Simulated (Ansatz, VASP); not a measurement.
## One calculation of BN, two programs

Contents of INCAR:

```
ALGO = Normal
EDIFF = 1E-7
EDIFFG = -0.01
ENCUT = 600
GGA = PE
GGA_COMPAT = F
IBRION = 2
ISIF = 3
ISMEAR = 0
LASPH = T
LCHARG = F
LREAL = F
LWAVE = F
NELM = 120
NELMIN = 4
NSW = 100
PREC = Accurate
SIGMA = 0.02
```

The input KPOINTS:

```
k-points
0
Gamma
  12 12 12
```

File POSCAR:

```
BN
1.0
    0.0000000000      1.8123308055      1.8123308055
    1.8123308055      0.0000000000      1.8123308055
    1.8123308055      1.8123308055      0.0000000000
B N
1 1
Direct
    0.0000000000      0.0000000000      0.0000000000
    0.7500000000      0.7500000000      0.7500000000
```

Input for Ansatz:

```yaml
crystal:
  lattice:
    - [0.0, 1.8123308055, 1.8123308055]
    - [1.8123308055, 0.0, 1.8123308055]
    - [1.8123308055, 1.8123308055, 0.0]
  atoms:
    - { symbol: B, position: [0.0, 0.0, 0.0] }
    - { symbol: "N", position: [0.75, 0.75, 0.75] }
basis:
  ecutwfc: 420
kpoints:
  mp_grid: { grid: [12, 12, 12] }
hamiltonian:
  xc: pbe
scf:
  occupations: { method: gaussian, width: 0.02 }
output:
  forces: true
  stress: true
  eigenvalues: true
relax:
  adjacent_minimum: "off"
  f_tol: 0.01
  max_steps: 80
  cell: { stress_tol: 0.05 }
```

Alike in both runs: task relaxation of cell and atoms; functional PBE; k mesh 12 × 12 × 12; occupations gaussian, width 0.02 eV; no spin polarisation.

|  | VASP | Ansatz |
| --- | --- | --- |
| version | VASP 6.6.1 | Ansatz 0.2.0 |
| potentials or method | VASP PAW PBE potentials, release 64 (B, N), cutoff 600 eV | scalar-relativistic, plane waves, PAW |
| valence electrons in the cell | 8 | 8 |

Ansatz gave:

```
gap on the k mesh at the Fermi level, each at its own relaxed structure (eV) : 4.46
relaxed volume (Å³/atom)                                                     : 5.95
relaxed cell length with the largest relative difference (Å)                 : 2.563
```

Question: Which values does VASP return?

Answer: gap on the k mesh at the Fermi level, each at its own relaxed structure (eV): 4.45; relaxed volume (Å³/atom): 5.95; relaxed cell length with the largest relative difference (Å): 2.563.

Noted on VASP's run: the relaxation stopped at its first step, so nothing moved.
